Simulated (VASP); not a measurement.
Input of a VASP 6.6.1 run:

The input INCAR:

```
SYSTEM = ScAlH6
PREC     = Accurate       ! precision mode
ENCUT    = 600            ! plane-wave cutoff, eV
EDIFF    = 1E-6           ! SCF threshold, eV
ISMEAR   = -1             ! smearing method
SIGMA    = 0.03           ! smearing width, eV
LREAL    = .False.        ! projectors in reciprocal space
LASPH    = .True.         ! aspherical terms in the spheres
NELM     = 100            ! most SCF steps
ALGO     = Normal         ! electronic algorithm
ISIF     = 3              ! what is computed and relaxed
LWAVE    = .False.        ! write WAVECAR
LCHARG   = .False.        ! write CHGCAR
GGA      = PS             ! functional
IBRION   = 2              ! ionic algorithm
NSW      = 100            ! ionic steps
EDIFFG   = -0.01          ! ionic threshold
```

KPOINTS

```
regular mesh
0
Gamma
  6 6 4
  0 0 0
```

Contents of POSCAR:

```
ScAlH6
1.0
    3.3275024700      0.0000000000      0.0000000000
    0.0000000000      3.3275024700      0.0000000000
    0.0000000000      0.0000000000      7.4084647100
Sc H Al
1 6 1
Direct
    0.5000000000      0.5000000000      0.5000000000
    0.5000000000      0.5000000000      0.0000000000
    0.0000000000      0.0000000000      0.5000000000
    0.0000000000      0.5000000000      0.2510972600
    0.5000000000      0.0000000000      0.7489027400
    0.5000000000      0.0000000000      0.2510972600
    0.0000000000      0.5000000000      0.7489027400
    0.0000000000      0.0000000000      0.0000000000
```

Potentials or basis: VASP PAW PBE potentials, release 64 (Sc_sv, H, Al).

The run is started by

```sh
$ cat potpaw_PBE.64/Sc_sv/POTCAR potpaw_PBE.64/H/POTCAR potpaw_PBE.64/Al/POTCAR > POTCAR
$ mpirun -np 1 vasp_std > vasp.out
```

What does it give for the relaxed cell?

a = 3.245 Å, b = 3.245 Å, c = 4.680 Å, α = 90.00°, β = 90.00°, γ = 90.00°.

What does it give for the relaxed volume?

6.16 Å³/atom.

What does it give for the space group after relaxing (to 0.05 Å)?

P4/mmm (No. 123).

Stress tensor (GPa, compression positive):
```
0.14 0.00 0.00
0.00 0.14 0.00
0.00 0.00 0.04
```

Caveat: the volume moved by over 15 % at a fixed basis, so the end points are rough; the PAW data sets were made with another functional, which shifts forces and pressure a little.
